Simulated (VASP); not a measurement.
Here is a VASP 6.6.1 calculation.

INCAR

```
SYSTEM = ZrN
PREC = Accurate
ENCUT = 600
EDIFF = 1E-8
ISMEAR = -1
SIGMA = 0.15
LREAL = .False.
LASPH = .True.
NELM = 120
ALGO = Normal
ISIF = 3
LWAVE = .False.
LCHARG = .False.
GGA = PE
IBRION = 6
NFREE = 2
POTIM = 0.015
NSW = 1
GGA_COMPAT = .False.
```

The input KPOINTS:

```
regular mesh
0
Gamma
  16 16 16
  0 0 0
```

File POSCAR:

```
ZrN
1.0
    0.0000000000      2.2775803261      2.2775803261
    2.2775803261      0.0000000000      2.2775803261
    2.2775803261      2.2775803261      0.0000000000
Zr N
1 1
Direct
    0.0000000000      0.0000000000      0.0000000000
    0.5000000000      0.5000000000      0.5000000000
```

Potentials or basis: VASP PAW PBE potentials, release 64 (Zr_sv, N).

Command:

```console
$ cat potpaw_PBE.64/Zr_sv/POTCAR potpaw_PBE.64/N/POTCAR > POTCAR
$ mpirun -np 1 vasp_std > vasp.out
```

(1) Estimate the elastic constants C11, C12, C44.

(2) Predict the Voigt bulk modulus.

(3) Estimate the highest phonon frequency at Γ.

Results:

(1) 593, 112, 125 GPa.

(2) 272 GPa.

(3) 502 cm⁻¹.

Caveat: the cell is under stress, which shifts elastic constants.
